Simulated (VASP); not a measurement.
Input of a VASP 6.6.1 run:

Contents of INCAR:

```
  PREC = Accurate
  ENCUT = 520
  EDIFF = 1E-7
  ISMEAR = -1
  SIGMA = 0.05
  LREAL = F
  LASPH = T
  NELM = 60
  ALGO = Normal
  ISIF = 2
  LWAVE = F
  LCHARG = F
  GGA = PE
  NBANDS = 19
```

KPOINTS

```
regular mesh
0
Gamma
  12 12 7
```

Contents of POSCAR:

```
Zr
1.0
    3.2392314131      0.0000000000      0.0000000000
   -1.6196157066      2.8052566925      0.0000000000
    0.0000000000      0.0000000000      5.1722200000
Zr
2
Direct
    0.3333333333      0.6666666667      0.2500000000
    0.7037124916      0.3333333333      0.7500000000
```

Potentials or basis: VASP PAW PBE potentials, release 64 (Zr_sv).

The run is started by

```console
$ cat potpaw_PBE.64/Zr_sv/POTCAR > POTCAR
$ mpirun -np 1 vasp_std > vasp.out
```

(1) Estimate the largest force.

(2) Predict the pressure.

Answers

(1) 0.109 eV/Å.

(2) -0.4 GPa.

Caveat: the cell differs from its parent crystal (atom 2 (Zr) moved by [0.12, 0.0, 0.0] A).
